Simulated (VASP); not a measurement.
Sn3Bi, 4 atoms in the cell. Symmetry: I4mm, No. 107, tetragonal system. The conventional cell has a = 5.370 Å, b = 5.370 Å, c = 7.594 Å, α = 90.00°, β = 90.00°, γ = 90.00°. Within 4.3 Å of Sn (site symmetry 4mm) lie 8 Sn at 3.25 to 3.33 Å and 6 Bi at 3.73 to 3.86 Å. Sn (site symmetry 2mm) has 10 Sn at 3.25 to 3.80 Å and 4 Bi at 3.29 Å within 4.3 Å. Bi (site symmetry 4mm) has 14 Sn at 3.29 to 3.86 Å within 4.3 Å.  This cell differs from its parent crystal: atom 1 (Sn) moved +0.067 Å towards its neighbour atom 4 (Bi) at 3.797 Å.

```yaml
Program: VASP 6.6.1
Task: single point
Functional: PBEsol
Potentials_or_basis: VASP PAW PBE potentials, release 64 (Sn_d, Bi_d)
Cutoff: 520 eV
k_mesh: 12 × 12 × 12
Occupations: gaussian, width 0.15 eV
Spin: no spin polarisation
Dipole_correction: no
Further_INCAR_settings: ALGO = Fast; EDIFF = 1e-07; NBANDS = 36
```

Potentials or basis: VASP PAW PBE potentials, release 64 (Sn_d, Bi_d).

Command:

```console
$ cat potpaw_PBE.64/Sn_d/POTCAR potpaw_PBE.64/Bi_d/POTCAR > POTCAR
$ mpirun -np 1 vasp_std > vasp.out
```

Hardware: 1 thread of Intel(R) Xeon(R) 6975P-C (Granite Rapids), with other jobs on the host.

Problem. How long does it take, and how much memory?

Solution. It took 5.3 min on 1 thread of Intel(R) Xeon(R) 6975P-C (Granite Rapids), on a shared host, peak memory 0.63 GiB. Counts: scf iterations 16, k points 163.
